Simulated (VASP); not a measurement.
A run of VASP 6.6.1:

INCAR

```
SYSTEM = MgI2
PREC     = Accurate       ! precision mode
ENCUT    = 520            ! plane-wave cutoff, eV
EDIFF    = 1E-7           ! SCF threshold, eV
ISMEAR   = 0              ! smearing method
SIGMA    = 0.05           ! smearing width, eV
LREAL    = .FALSE.        ! projectors in reciprocal space
LASPH    = .TRUE.         ! aspherical terms in the spheres
NELM     = 60             ! most SCF steps
ALGO     = Normal         ! electronic algorithm
ISIF     = 2              ! what is computed and relaxed
LWAVE    = .FALSE.        ! write WAVECAR
LCHARG   = .FALSE.        ! write CHGCAR
GGA      = PE             ! functional
NBANDS   = 15             ! bands
```

File KPOINTS:

```
regular mesh
0
G
  6 6 4
  0 0 0
```

Contents of POSCAR:

```
MgI2
1.0
    4.1537001214      0.0000000000      0.0000000000
   -2.0768500607      3.5972098248      0.0000000000
    0.0000000000      0.0000000000      6.8620000000
Mg I
1 2
Direct
    0.0000000000      0.0000000000     -0.0218595162
    0.3333333333      0.6666666667      0.7576300000
    0.6666666667      0.3333333333      0.2423700000
```

Potentials or basis: VASP PAW PBE potentials, release 64 (Mg, I).

Run with:

```bash
$ cat potpaw_PBE.64/Mg/POTCAR potpaw_PBE.64/I/POTCAR > POTCAR
$ mpirun -np 1 vasp_std > vasp.out
```

Hardware: 1 thread of Intel Xeon 8259CL, on a shared host.

Task: Estimate the wall time of this run.

Result: Wall time 59 s on 1 thread of Intel Xeon 8259CL, with other jobs on the host, peak memory 0.24 GiB. Counts: scf iterations 14, k points 24.
